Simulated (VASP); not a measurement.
Write the native input for VASP 6.6.1 that does the following.

| Item | Value |
| --- | --- |
| Task | single point |
| Functional | PBE |
| Potentials or basis | VASP PAW PBE potentials, release 64 (Ti_sv, Al) |
| Cutoff | 520 eV |
| k mesh | 18 × 18 × 6 |
| Occupations | gaussian, width 0.15 eV |
| Spin | no spin polarisation |
| Dipole correction | no |
| Further INCAR settings | ALGO = Fast; EDIFF = 1e-07; NBANDS = 28 |

The structure of Ti3Al lies in POSCAR:

```
Ti3Al
1.0
    2.8054491452      0.0000000000      0.0000000000
   -1.4027245726      2.4295902288      0.0000000000
    0.0000000000      0.0000000000     10.6043172240
Ti Al
3 1
Direct
    0.6666666667      0.3333333333      0.0000000000
    0.3333333333      0.6666666667      0.7504575700
    0.3333333333      0.6666666667      0.2495424300
    0.6666666667      0.3333333333      0.5000000000
```

These files were run (other wordings do the same):

INCAR

```
ALGO = Fast
EDIFF = 1E-7
ENCUT = 520
GGA = PE
ISIF = 2
ISMEAR = 0
LASPH = T
LCHARG = T
LELF = T
LREAL = F
LVHAR = T
LWAVE = F
NBANDS = 28
NELM = 60
PREC = Accurate
SIGMA = 0.15
```

KPOINTS

```
k-points
0
Gamma
  18 18 6
```

Potentials or basis: VASP PAW PBE potentials, release 64 (Ti_sv, Al).

Launch:

```sh
$ cat potpaw_PBE.64/Ti_sv/POTCAR potpaw_PBE.64/Al/POTCAR > POTCAR
$ mpirun -np 1 vasp_std > vasp.out
```

It gave:

| Quantity | Value |
| --- | --- |
| Pressure | -4.6 GPa |
| Largest force | 0.381 eV/Å |
| Band gap on the k mesh | zero (an odd number of electrons rules out a gap without spin polarisation) |

Caveat: the cell stands under tension.

Run time: 12 min on 1 thread of Intel(R) Xeon(R) Platinum 8488C (Sapphire Rapids), on a shared host, peak memory 0.38 GiB.
